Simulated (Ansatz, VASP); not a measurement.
**Sb: VASP beside Ansatz**

```
Sb
1.0
    -0.03695    3.13344    0.04662
     0.00808    0.09324    6.28805
     6.24254   -0.07390    0.00808
Sb
4
Direct
  0.52751 0.97206 0.24402
  0.48347 0.54088 0.23035
  0.52598 0.99439 0.77288
  0.46304 0.49268 0.75275
```

Change from the starting cell: cell x4, atoms moved at random (sigma 0.1 Å) and cell strained at random (1.5 %), then relaxed without symmetry.

Alike in both runs: task relaxation of cell and atoms; functional PBE; k mesh 8 × 4 × 4; occupations gaussian, width 0.2 eV; no spin polarisation.

|  | VASP | Ansatz |
| --- | --- | --- |
| version | VASP 6.6.1 | Ansatz 0.2.0 |
| potentials or method | VASP PAW PBE potentials, release 64 (Sb), cutoff 600 eV | scalar-relativistic, plane waves, PAW |
| valence electrons in the cell | 20 | 60 |

```csv
,VASP,Ansatz,Ansatz less VASP
"gap on the k mesh at the Fermi level, each at its own relaxed structure (eV)",none,none,-
relaxed volume (Å³/atom),30.16,30.18,+0.016
relaxed length of the cell vector where the two differ most in proportion (Å),6.226,6.216,-0.0103
```

A gap of «none» marks a metal or a gap that the smearing closes. VASP's potentials hold 20 valence electrons a cell and Ansatz's 60, so a difference there can come from the potentials and not from the codes.

Spin-orbit coupling is off throughout.
